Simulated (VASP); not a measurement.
Here is a VASP 6.6.1 calculation.

INCAR

```
SYSTEM = BaS
  PREC = Accurate
  ENCUT = 500
  EDIFF = 1E-6
  ISMEAR = 0
  SIGMA = 0.05
  LREAL = .FALSE.
  LASPH = .TRUE.
  NELM = 120
  ALGO = Normal
  ISIF = 2
  LWAVE = .FALSE.
  LCHARG = .FALSE.
  GGA = PE
  NBANDS = 15
  GGA_COMPAT = .FALSE.
```

Contents of KPOINTS:

```
regular mesh
0
G
  6 6 6
  0 0 0
```

Contents of POSCAR:

```
BaS
1.0
    0.0000000000      3.2086281686      3.2086281686
    3.2086281686      0.0000000000      3.2086281686
    3.2086281686      3.2086281686      0.0000000000
Ba S
1 1
Direct
    0.5000000000      0.5000000000      0.5000000000
    0.0000000000      0.0000000000      0.0000000000
```

Potentials or basis: VASP PAW PBE potentials, release 64 (Ba_sv, S).

Run with:

```bash
$ cat potpaw_PBE.64/Ba_sv/POTCAR potpaw_PBE.64/S/POTCAR > POTCAR
$ mpirun -np 1 vasp_std > vasp.out
```

Problem. What does it give for the pressure?

Solution. 0.8 GPa.

Problem. Predict the band gap on the k mesh.

Solution. 2.13 eV (least direct gap 2.27 eV).

Caveat: spin-orbit coupling is left out, which moves the levels of the heavy elements. A k mesh can miss the band edges.
